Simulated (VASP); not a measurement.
# W (a cell with a defect) in VASP: single point with PBE

Aim: the single point of W (a cell with a defect) with PBE.

Program: VASP 6.6.1. These are calculated values, not measurements. Logs are shortened: lines on timing, memory, paths and dates and some standing lists are left out, and cuts for length are marked.

### 1 The cell of the first run

The cell holds a defect, 11 atoms: a = 8.222 Å, b = 5.481 Å, c = 5.481 Å, α = 109.47°, β = 109.47°, γ = 109.47°.

### 2 Single point, PBE

File INCAR:

```
SYSTEM = W
  PREC = Accurate
  ENCUT = 400
  EDIFF = 1E-6
  ISMEAR = -1
  SIGMA = 0.1
  LREAL = .FALSE.
  LASPH = .TRUE.
  NELM = 120
  ALGO = Normal
  ISIF = 2
  LWAVE = .FALSE.
  LCHARG = .FALSE.
  GGA = PE
  NBANDS = 88
  GGA_COMPAT = .FALSE.
```

File KPOINTS:

```
regular mesh
0
G
  2 3 3
  0 0 0
```

File POSCAR:

```
W
1.0
   -4.7470350000      4.7470350000      4.7470350000
    3.1646900000     -3.1646900000      3.1646900000
    3.1646900000      3.1646900000     -3.1646900000
W
11
Direct
    0.0000000000      0.0000000000      0.5000000000
    0.0000000000      0.5000000000      0.0000000000
    0.0000000000      0.5000000000      0.5000000000
    0.3333333333      0.0000000000      0.0000000000
    0.3333333333      0.0000000000      0.5000000000
    0.3333333333      0.5000000000      0.0000000000
    0.3333333333      0.5000000000      0.5000000000
    0.6666666667      0.0000000000      0.0000000000
    0.6666666667      0.0000000000      0.5000000000
    0.6666666667      0.5000000000      0.0000000000
    0.6666666667      0.5000000000      0.5000000000
```

Potentials or basis: VASP PAW PBE potentials, release 64 (W_sv).

The run is started by

```bash
$ cat potpaw_PBE.64/W_sv/POTCAR > POTCAR
$ mpirun -np 1 vasp_std > vasp.out
```

OUTCAR:

```text
SYSTEM = W
   PREC = Accurate
   ENCUT = 400
   EDIFF = 1E-6
   ISMEAR = -1
   LREAL = .FALSE.
   LASPH = .TRUE.
   NELM = 120
   ISIF = 2
   GGA = PE

 ion  position               nearest neighbor table
   1  0.000  0.000  0.500-   5 2.74   9 2.74   6 2.74  10 2.74   3 2.74   3 2.74   8 3.16   7 3.16
                            11 3.16   4 3.16   2 3.16   2 3.16
   2  0.000  0.500  0.000-   6 2.74  10 2.74   5 2.74   9 2.74   3 2.74   3 2.74   7 3.16  11 3.16
                             8 3.16   4 3.16   1 3.16   1 3.16
   3  0.000  0.500  0.500-   7 2.74  11 2.74   4 2.74   8 2.74   1 2.74   2 2.74   1 2.74   2 2.74
                            10 3.16   6 3.16   9 3.16   5 3.16
   4  0.333  0.000  0.000-   3 2.74   6 2.74   5 2.74   6 2.74   5 2.74  11 2.74   8 2.74   1 3.16
                             2 3.16   7 3.16   7 3.16  10 3.16   9 3.16
   5  0.333  0.000  0.500-   1 2.74   2 2.74   7 2.74   4 2.74   7 2.74   4 2.74  10 2.74   9 2.74
                             3 3.16   6 3.16   6 3.16  11 3.16   8 3.16
   6  0.333  0.500  0.000-   2 2.74   1 2.74   7 2.74   7 2.74   4 2.74   4 2.74   9 2.74  10 2.74
                             3 3.16   5 3.16   5 3.16  11 3.16   8 3.16
   7  0.333  0.500  0.500-   3 2.74   5 2.74   6 2.74   6 2.74   5 2.74   8 2.74  11 2.74   1 3.16
                             2 3.16   4 3.16   4 3.16   9 3.16  10 3.16
   8  0.667  0.000  0.000-   3 2.74   9 2.74  10 2.74   9 2.74  10 2.74   7 2.74   4 2.74   2 3.16
                             1 3.16  11 3.16  11 3.16   6 3.16   5 3.16
   9  0.667  0.000  0.500-   1 2.74   2 2.74   8 2.74  11 2.74   8 2.74  11 2.74   6 2.74   5 2.74
                             3 3.16  10 3.16  10 3.16   7 3.16   4 3.16
  10  0.667  0.500  0.000-   2 2.74   1 2.74   8 2.74  11 2.74  11 2.74   8 2.74   5 2.74   6 2.74
                             3 3.16   9 3.16   9 3.16   4 3.16   7 3.16
  11  0.667  0.500  0.500-   3 2.74   9 2.74  10 2.74  10 2.74   9 2.74   4 2.74   7 2.74   2 3.16
                             1 3.16   8 3.16   8 3.16   5 3.16   6 3.16

  LATTYP: Found a base centered monoclinic cell.
 ALAT       =     6.3293800000
 B/A-ratio  =     1.4142135624
 C/A-ratio  =     1.0897247359
 COS(beta)  =    -0.2294157339

  Lattice vectors:

 A1 = (  -3.1646900000,   3.1646900000,  -3.1646900000)
 A2 = (  -3.1646900000,  -3.1646900000,   3.1646900000)
 A3 = (   1.5823450000,   4.7470350000,   4.7470350000)

Analysis of symmetry for initial positions (statically):
=====================================================================
 Subroutine PRICEL returns:
 Original cell was already a primitive cell.

 Routine SETGRP: Setting up the symmetry group for a
[... 151 lines left out ...]
   NELECT =     154.0000    total number of electrons
   NUPDOWN=      -1.0000    fix difference up-down
   EMIN   =  10.00;   EMAX   =-10.00  energy-range for DOS
   EFERMI =   0.00;   METHOD = LEGACY
   ISMEAR =    -1;   SIGMA  =   0.10  broadening in eV -4-tet -1-fermi 0-gaus
   EFERMI_NEDOS =   21; number of points for ismear=-14 and -15
   IALGO  =     38    algorithm
   IMIX   =      4    mixing-type and parameters
     AMIX     =   0.40;   BMIX     =  1.00
     AMIX_MAG =   1.60;   BMIX_MAG =  1.00
  volume/ion in A,a.u.               =      17.29       116.67
  Fermi-wavevector in a.u.,A,eV,Ry     =   1.525926  2.883582 31.680489  2.328450
  Thomas-Fermi vector in A             =   2.634030
   LORBIT       =      0    0 simple, 1 ext, 2 COOP (PROOUT), +10 PAW based schemes
   GGA     = PE    functional components
   LHFCALC =     F    Hartree Fock is set to
   AEXX    =    0.0000 exact exchange contribution
   IVDW    =     0    specifies the selected vdW correction
   LEPSILON=     F    determine dielectric tensor
   LRPA    =     F    only Hartree local field effects (RPA)
 non-spin polarized calculation
  energy-cutoff  :      400.00
  volume of cell :      190.17
 maximum number of plane-waves:      3486
 NGX is ok and might be reduce to    54
   NGX = 27   NGY = 17   NGZ = 17

 number of electron     154.0000008 magnetization

 Free energy of the ion-electron system (eV)
  ---------------------------------------------------
  ext. energy  EPLUGINS =         0.00000000
  ---------------------------------------------------
  free energy    TOTEN  =      -139.49309203 eV

  energy without entropy =     -139.27389521  energy(sigma->0) =     -139.38349362

 E-fermi :   9.7510     XC(G=0): -13.0447

 val. band max:        9.7434778896   @ k =   0.0000   0.0000   0.0000
 cond. band min:       9.8325449812   @ k =   0.5000   0.3333   0.3333
 fundamental gap:      0.0890670916
 Fermi energy:         9.7510153191

 k-point     1 :       0.0000    0.0000    0.0000
  band No.  band energies     occupation
      1     -64.1045      2.00000
      2     -64.0701      2.00000
      3     -64.0383      2.00000
      4     -64.0014      2.00000
      5     -63.9447      2.00000
      6     -63.9245      2.00000
[... 717 lines left out ...]
     87      11.5802      0.00000
     88      12.0876      0.00000

------------------------ aborting loop because EDIFF is reached ----------------------------------------

  FORCE on cell =-STRESS in cart. coord.  units (eV):
  Direction    XX          YY          ZZ          XY          YZ          ZX
  --------------------------------------------------------------------------------------
  -------------------------------------------------------------------------------------
  Total       -2.4463670     -3.4015199     -3.4015199      0.1305545     -1.2648922      0.1305554
  in kB      -20.6104471    -28.6575347    -28.6575347      1.0999113    -10.6566157      1.0999190
  external PRESSURE =     -25.9751721 kB  Pullay stress =       0.0000000 kB

 VOLUME and BASIS-vectors are now :
 -----------------------------------------------------------------------------
  energy-cutoff  :      400.00
  volume of cell :      190.17
      direct lattice vectors                 reciprocal lattice vectors
    -4.747035000  4.747035000  4.747035000     0.000000000  0.105328905  0.105328905
     3.164690000 -3.164690000  3.164690000     0.157993358  0.000000000  0.157993358
     3.164690000  3.164690000 -3.164690000     0.157993358  0.157993358  0.000000000

 POSITION                                       TOTAL-FORCE (eV/Angst)
 -----------------------------------------------------------------------------------
      1.58234      1.58234     -1.58234         0.000000     -0.000000     -0.000000
      1.58234     -1.58234      1.58234         0.000000     -0.000000     -0.000000
      3.16469      0.00000      0.00000         0.000000     -0.000000     -0.000000
     -1.58234      1.58234      1.58234         0.480182     -0.343711     -0.343711
      0.00000      3.16469     -0.00000         0.040706     -0.620910     -0.130361
      0.00000     -0.00000      3.16469         0.040706     -0.130361     -0.620910
      1.58235      1.58234      1.58234        -0.526346     -0.348013     -0.348013
     -3.16469      3.16469      3.16469        -0.480182      0.343711      0.343711
     -1.58235      4.74704      1.58235        -0.040706      0.620910      0.130361
     -1.58235      1.58235      4.74704        -0.040706      0.130361      0.620910
     -0.00000      3.16469      3.16469         0.526346      0.348013      0.348013
 -----------------------------------------------------------------------------------
    total drift:                                0.000000     -0.000000      0.000000

  FREE ENERGIE OF THE ION-ELECTRON SYSTEM (eV)
  ---------------------------------------------------
  free  energy   TOTEN  =      -139.4930920319 eV

  energy  without entropy=     -139.2738952063  energy(sigma->0) =     -139.38349362
```

stdout:

```text
POSCAR found type information on POSCAR W
 POSCAR found :  1 types and      11 ions
 scaLAPACK will be used
 LDA part: xc-table for (Slater+PW92), standard interpolation
 -----------------------------------------------------------------------------
|                                                                             |
|           W    W    AA    RRRRR   N    N  II  N    N   GGGG   !!!           |
|           W    W   A  A   R    R  NN   N  II  NN   N  G    G  !!!           |
|           W    W  A    A  R    R  N N  N  II  N N  N  G       !!!           |
|           W WW W  AAAAAA  RRRRR   N  N N  II  N  N N  G  GGG   !            |
|           WW  WW  A    A  R   R   N   NN  II  N   NN  G    G                |
|           W    W  A    A  R    R  N    N  II  N    N   GGGG   !!!           |
|                                                                             |
|     Your reciprocal lattice and k-lattice belong to different lattice       |
|     classes:                                                                |
|                                                                             |
|        The reciprocal lattice is base-centered monoclinic,                  |
|        whereas your k-lattice is face-centered cubic.                       |
|                                                                             |
|     Results are often still useful ...                                      |
|                                                                             |
 -----------------------------------------------------------------------------

 POSCAR, INCAR and KPOINTS ok, starting setup
 FFT: planning ... GRIDC
 FFT: planning ... GRID_SOFT
 FFT: planning ... GRID
 WAVECAR not read
 entering main loop
```

Wall time 2.5 min (1 thread of AMD EPYC 7R43 (Zen 3), shared host); peak memory 0.24 GiB.

Results:

```yaml
Free_energy: -139.4931 eV
Pressure: -2.6 GPa
Largest_force: 0.721 eV/Å
Band_gap_on_the_k_mesh: zero (bands 77 and 78 overlap by 1.30 eV)
```

Forces on the atoms (eV/Å):
```
W    0.000  0.000  0.000
W    0.000  0.000  0.000
W    0.000  0.000  0.000
W    0.480 -0.344 -0.344
W    0.041 -0.621 -0.130
W    0.041 -0.130 -0.621
W   -0.526 -0.348 -0.348
W   -0.480  0.344  0.344
W   -0.041  0.621  0.130
W   -0.041  0.130  0.621
W    0.526  0.348  0.348
```

Levels at points of the mesh, in eV from the Fermi level:
```tsv
k point	band 74	band 75	band 76	band 77	band 78	band 79	band 80	band 81
(0.00, 0.00, 0.00)	-0.01	0.64	1.14	1.16	1.55	1.57	2.01	2.13
(0.50, 0.00, 0.00)	-0.57	0.30	0.53	0.95	1.07	1.30	1.34	1.61
```

Caveat: the k points lie up to 0.47 Å⁻¹ apart, too coarse for converged energies and pressures of a metal; spin-orbit coupling is left out, which moves the levels of the heavy elements.
